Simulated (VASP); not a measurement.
# Ta (Im-3m) in VASP: notebook

The runs below take Ta through single point, with PBE.

All numbers are computed with VASP 6.6.1; they aren't measurements. Logs are shortened: lines on timing, memory, paths and dates and some standing lists are left out, and cuts for length are marked.

## (1) The cell of the first run

The structure is cubic, space group Im-3m (No. 229). The conventional cell has a = 3.133 Å, b = 3.133 Å, c = 3.133 Å, α = 90.00°, β = 90.00°, γ = 90.00°. Ta (site symmetry m-3m) has 14 Ta at 2.71 to 3.13 Å within 3.6 Å.

## (2) Single point, PBE (volume scaled by 0.84)

File INCAR:

```
PREC = Accurate
ENCUT = 520
EDIFF = 1E-7
ISMEAR = -1
SIGMA = 0.05
LREAL = False
LASPH = True
NELM = 100
ALGO = Normal
ISIF = 2
LWAVE = False
LCHARG = False
GGA = PE
NBANDS = 12
```

File KPOINTS:

```
regular mesh
0
Gamma
  16 16 16
```

File POSCAR:

```
Ta
1.0
   -1.5666617266      1.5666617266      1.5666617266
    1.5666617266     -1.5666617266      1.5666617266
    1.5666617266      1.5666617266     -1.5666617266
Ta
1
Direct
    0.0000000000      0.0000000000      0.0000000000
```

Potentials or basis: VASP PAW PBE potentials, release 64 (Ta_pv).

Started as:

```sh
> cat potpaw_PBE.64/Ta_pv/POTCAR > POTCAR
> mpirun -np 1 vasp_std > vasp.out
```

OUTCAR:

```text
PREC = Accurate
   ENCUT = 520
   EDIFF = 1E-7
   ISMEAR = -1
   LREAL = False
   LASPH = True
   NELM = 100
   ISIF = 2
   GGA = PE

 ion  position               nearest neighbor table
   1  0.000  0.000  0.000-

  LATTYP: Found a body centered cubic cell.
 ALAT       =     3.1333234532

  Lattice vectors:

 A1 = (  -1.5666617266,   1.5666617266,   1.5666617266)
 A2 = (   1.5666617266,  -1.5666617266,   1.5666617266)
 A3 = (   1.5666617266,   1.5666617266,  -1.5666617266)

Analysis of symmetry for initial positions (statically):
=====================================================================
 Subroutine PRICEL returns:
 Original cell was already a primitive cell.

 Routine SETGRP: Setting up the symmetry group for a
 body centered cubic supercell.

 Subroutine GETGRP returns: Found 48 space group operations
 (whereof 48 operations were pure point group operations)
 out of a pool of 48 trial point group operations.

The static configuration has the point symmetry O_h .

Analysis of symmetry for dynamics (positions and initial velocities):
=====================================================================
 Subroutine PRICEL returns:
 Original cell was already a primitive cell.

 Routine SETGRP: Setting up the symmetry group for a
 body centered cubic supercell.

 Subroutine GETGRP returns: Found 48 space group operations
 (whereof 48 operations were pure point group operations)
 out of a pool of 48 trial point group operations.

The dynamic configuration has the point symmetry O_h .

 Subroutine INISYM returns: Found 48 space group operations
 (whereof 48 operations are pure point group operations),
 and found     1 'primitive' translations

----------------------------------------------------------------------------------------

                                     Primitive cell

  volume of cell :      15.3810

  direct lattice vectors                    reciprocal lattice vectors
    -1.566661727  1.566661727  1.566661727     0.000000000  0.319149943  0.319149943
     1.566661727 -1.566661727  1.566661727     0.319149943  0.000000000  0.319149943
     1.566661727  1.566661727 -1.566661727     0.319149943  0.319149943  0.000000000

  length of vectors
     2.713537709  2.713537709  2.713537709     0.451346177  0.451346177  0.451346177

  position of ions in fractional coordinates (direct lattice)
     0.000000000  0.000000000  0.000000000

[... 80 lines left out ...]
   NFREE  =      0    steps in history (QN), initial steepest desc. (CG)
   ISIF   =      2    stress and relaxation
   ISYM   =      2    0-nonsym 1-usesym 2-fastsym
   POTIM  = 0.5000    time-step for ionic-motion
   TEBEG  =    0.0;   TEEND  =   0.0 temperature during run
   PSTRESS=    0.0 pullay stress
   NELECT =      11.0000    total number of electrons
   NUPDOWN=      -1.0000    fix difference up-down
   EMIN   =  10.00;   EMAX   =-10.00  energy-range for DOS
   EFERMI =   0.00;   METHOD = LEGACY
   ISMEAR =    -1;   SIGMA  =   0.05  broadening in eV -4-tet -1-fermi 0-gaus
   EFERMI_NEDOS =   21; number of points for ismear=-14 and -15
   IALGO  =     38    algorithm
   IMIX   =      4    mixing-type and parameters
     AMIX     =   0.40;   BMIX     =  1.00
     AMIX_MAG =   1.60;   BMIX_MAG =  1.00
  volume/ion in A,a.u.               =      15.38       103.80
  Fermi-wavevector in a.u.,A,eV,Ry     =   1.464009  2.766576 29.161682  2.143323
  Thomas-Fermi vector in A             =   2.580036
   LORBIT       =      0    0 simple, 1 ext, 2 COOP (PROOUT), +10 PAW based schemes
   GGA     = PE    functional components
   LHFCALC =     F    Hartree Fock is set to
   AEXX    =    0.0000 exact exchange contribution
   IVDW    =     0    specifies the selected vdW correction
   LEPSILON=     F    determine dielectric tensor
   LRPA    =     F    only Hartree local field effects (RPA)
 non-spin polarized calculation
  energy-cutoff  :      520.00
  volume of cell :       15.38
 maximum number of plane-waves:       427
   NGX =  9   NGY =  9   NGZ =  9

 number of electron      11.0000004 magnetization

 Free energy of the ion-electron system (eV)
  ---------------------------------------------------
  ext. energy  EPLUGINS =         0.00000000
  ---------------------------------------------------
  free energy    TOTEN  =       -11.44253760 eV

  energy without entropy =      -11.43333236  energy(sigma->0) =      -11.43793498

 E-fermi :   6.8704     XC(G=0): -13.4463

 val. band max:        6.8701801944   @ k =   0.3125   0.0000   0.0000
 cond. band min:       6.8880935715   @ k =  -0.3750   0.5000   0.0625
 fundamental gap:      0.0179133771
 Fermi energy:         6.8703972665

 k-point     1 :       0.0000    0.0000    0.0000
  band No.  band energies     occupation
      1     -25.5773      2.00000
      2     -25.5773      2.00000
      3     -25.5773      2.00000
      4      -1.6406      2.00000
      5       7.5477      0.00000
      6       7.5477      0.00000
      7       7.5477      0.00000
      8      11.4081      0.00000
      9      11.4081      0.00000
     10      22.0833      0.00000
     11      22.6068      0.00000
     12      22.6068      0.00000
[... 331 lines left out ...]
 k-point    24 :       0.2500    0.1875    0.0000
  band No.  band energies     occupation
      1     -27.1107      2.00000
      2     -26.2125      2.00000
      3     -25.7496      2.00000
      4       2.8800      2.00000
      5       5.2169      2.00000
      6       6.2217      2.00000
      7      10.6538      0.00000
      8      12.6045      0.00000
      9      14.9712      0.00000
     10      21.6641      0.00000
     11      22.1247      0.00000
     12      24.5848      0.00000

 [... further k-points ...]

------------------------ aborting loop because EDIFF is reached ----------------------------------------

  FORCE on cell =-STRESS in cart. coord.  units (eV):
  Direction    XX          YY          ZZ          XY          YZ          ZX
  --------------------------------------------------------------------------------------
  -------------------------------------------------------------------------------------
  Total        4.4623641      4.4623641      4.4623641      0.0000000      0.0000000      0.0000000
  in kB      464.8254435    464.8254435    464.8254435      0.0000000      0.0000000      0.0000000
  external PRESSURE =     464.8254435 kB  Pullay stress =       0.0000000 kB

 VOLUME and BASIS-vectors are now :
 -----------------------------------------------------------------------------
  energy-cutoff  :      520.00
  volume of cell :       15.38
      direct lattice vectors                 reciprocal lattice vectors
    -1.566661727  1.566661727  1.566661727     0.000000000  0.319149943  0.319149943
     1.566661727 -1.566661727  1.566661727     0.319149943  0.000000000  0.319149943
     1.566661727  1.566661727 -1.566661727     0.319149943  0.319149943  0.000000000

 POSITION                                       TOTAL-FORCE (eV/Angst)
 -----------------------------------------------------------------------------------
      0.00000      0.00000      0.00000        -0.000000      0.000000      0.000000
 -----------------------------------------------------------------------------------
    total drift:                                0.000000      0.000000      0.000000

  FREE ENERGIE OF THE ION-ELECTRON SYSTEM (eV)
  ---------------------------------------------------
  free  energy   TOTEN  =       -11.4425375970 eV

  energy  without entropy=      -11.4333323613  energy(sigma->0) =      -11.43793498
```

OSZICAR:

```text
N       E                     dE             d eps       ncg     rms          rms(c)
DAV:   1     0.612816412250E+02    0.61282E+02   -0.61520E+03  3504   0.900E+02
DAV:   2    -0.108283360493E+02   -0.72110E+02   -0.70124E+02  3844   0.250E+02
DAV:   3    -0.117995492214E+02   -0.97121E+00   -0.96458E+00  4148   0.273E+01
DAV:   4    -0.118016220855E+02   -0.20729E-02   -0.20728E-02  3784   0.139E+00
DAV:   5    -0.118016270586E+02   -0.49731E-05   -0.49727E-05  4024   0.648E-02    0.179E+01
DAV:   6    -0.115359639144E+02    0.26566E+00   -0.18976E-01  4008   0.481E+00    0.940E+00
DAV:   7    -0.114437996184E+02    0.92164E-01   -0.19144E-01  3996   0.462E+00    0.454E-01
DAV:   8    -0.114425659410E+02    0.12337E-02   -0.40330E-03  3640   0.691E-01    0.105E-01
DAV:   9    -0.114425426952E+02    0.23246E-04   -0.75261E-05  4016   0.101E-01    0.280E-02
DAV:  10    -0.114425378192E+02    0.48760E-05   -0.26659E-06  3764   0.191E-02    0.386E-03
DAV:  11    -0.114425376539E+02    0.16529E-06   -0.50432E-08  2420   0.255E-03    0.415E-04
DAV:  12    -0.114425375970E+02    0.56929E-07   -0.51362E-09  1888   0.841E-04
   1 F= -.11442538E+02 E0= -.11437935E+02  d E =-.920524E-02
```

stdout:

```text
POSCAR found type information on POSCAR Ta
 POSCAR found :  1 types and       1 ions
 scaLAPACK will be used
 LDA part: xc-table for (Slater+PW92), standard interpolation
 POSCAR, INCAR and KPOINTS ok, starting setup
 FFT: planning ... GRIDC
 FFT: planning ... GRID_SOFT
 FFT: planning ... GRID
 WAVECAR not read
 entering main loop
```

Run time: 11 s. Hardware: 1 thread of Intel Xeon 6975P-C (Granite Rapids), shared host; peak memory 0.14 GiB.

What came out:

* Free energy: -11.4425 eV
* Pressure: 46.5 GPa

Caveat: the cell differs from its parent crystal (volume scaled by 0.84); spin-orbit coupling is left out, which moves the levels of the heavy elements.

## (3) Single point, PBE (volume scaled by 0.92)

File INCAR:

```
SYSTEM = Ta
  ALGO = Normal
  EDIFF = 1E-6
  ENCUT = 520
  GGA = PE
  ISIF = 2
  ISMEAR = -1
  LASPH = .TRUE.
  LCHARG = .FALSE.
  LREAL = .FALSE.
  LWAVE = .FALSE.
  NBANDS = 12
  NELM = 80
  PREC = Accurate
  SIGMA = 0.05
```

File KPOINTS:

```
k-points
0
G
  16 16 16
  0 0 0
```

File POSCAR:

```
Ta
1.0
   -1.6148967018      1.6148967018      1.6148967018
    1.6148967018     -1.6148967018      1.6148967018
    1.6148967018      1.6148967018     -1.6148967018
Ta
1
Direct
    0.0000000000      0.0000000000      0.0000000000
```

Potentials or basis: VASP PAW PBE potentials, release 64 (Ta_pv).

Started as:

```sh
> cat potpaw_PBE.64/Ta_pv/POTCAR > POTCAR
> mpirun -np 1 vasp_std > vasp.out
```

Run time: 28 s. Hardware: 1 thread of Intel Xeon 8259CL, shared host; peak memory 0.16 GiB.

Results (log left out):

| Quantity | Value |
| --- | --- |
| Free energy | -11.7336 eV |
| Pressure | 18.9 GPa |

Levels at points of the mesh, in eV from the Fermi level:
| k point | band 2 | band 3 | band 4 | band 5 | band 6 | band 7 | band 8 | band 9 |
| --- | --- | --- | --- | --- | --- | --- | --- | --- |
| (0.00, 0.00, 0.00) | -32.79 | -32.79 | -8.16 | 0.74 | 0.74 | 0.74 | 4.26 | 4.26 |
| (0.50, 0.00, 0.00) | -33.26 | -32.80 | -4.68 | -1.74 | 1.93 | 4.19 | 5.29 | 8.49 |
| (0.50, 0.50, 0.50) | -33.80 | -33.80 | -4.21 | -4.21 | 7.41 | 7.41 | 7.41 | 9.31 |

Caveat: the cell differs from its parent crystal (volume scaled by 0.92); spin-orbit coupling is left out, which moves the levels of the heavy elements.

## (4) Single point, PBE

This run uses another cell than the first one, of 18.31 Å³/atom, 1.190 times its volume.

File INCAR:

```
PREC     = Accurate       # precision mode
ENCUT    = 520            # plane-wave cutoff, eV
EDIFF    = 1E-6           # SCF threshold, eV
ISMEAR   = -1             # smearing method
SIGMA    = 0.05           # smearing width, eV
LREAL    = False          # projectors in reciprocal space
LASPH    = True           # aspherical terms in the spheres
NELM     = 80             # most SCF steps
ALGO     = Normal         # electronic algorithm
ISIF     = 2              # what is computed and relaxed
LWAVE    = False          # write WAVECAR
LCHARG   = False          # write CHGCAR
GGA      = PE             # functional
NBANDS   = 12             # bands
```

File KPOINTS:

```
regular mesh
0
Gamma
  16 16 16
```

File POSCAR:

```
Ta
1.0
   -1.6604105026      1.6604105026      1.6604105026
    1.6604105026     -1.6604105026      1.6604105026
    1.6604105026      1.6604105026     -1.6604105026
Ta
1
Direct
    0.0000000000      0.0000000000      0.0000000000
```

Started as:

```sh
> cat potpaw_PBE.64/Ta_pv/POTCAR > POTCAR
> mpirun -np 1 vasp_std > vasp.out
```

It took 30 s on 1 thread of Intel Xeon 8259CL, shared host; peak memory 0.16 GiB.

Results (log left out):

```
Free energy : -11.8156 eV
Pressure    : 0.1 GPa
```

Levels at points of the mesh, in eV from the Fermi level:
```tsv
k point	band 2	band 3	band 4	band 5	band 6	band 7	band 8	band 9
(0.00, 0.00, 0.00)	-33.13	-33.13	-7.84	0.75	0.75	0.75	3.96	3.96
(0.50, 0.00, 0.00)	-33.49	-33.14	-4.29	-1.48	1.53	3.83	4.84	7.65
(0.50, 0.50, 0.50)	-33.91	-33.91	-3.69	-3.69	6.71	6.71	6.71	8.52
```

Caveat: spin-orbit coupling is left out, which moves the levels of the heavy elements.

(Part 1 of 2 ends here.)
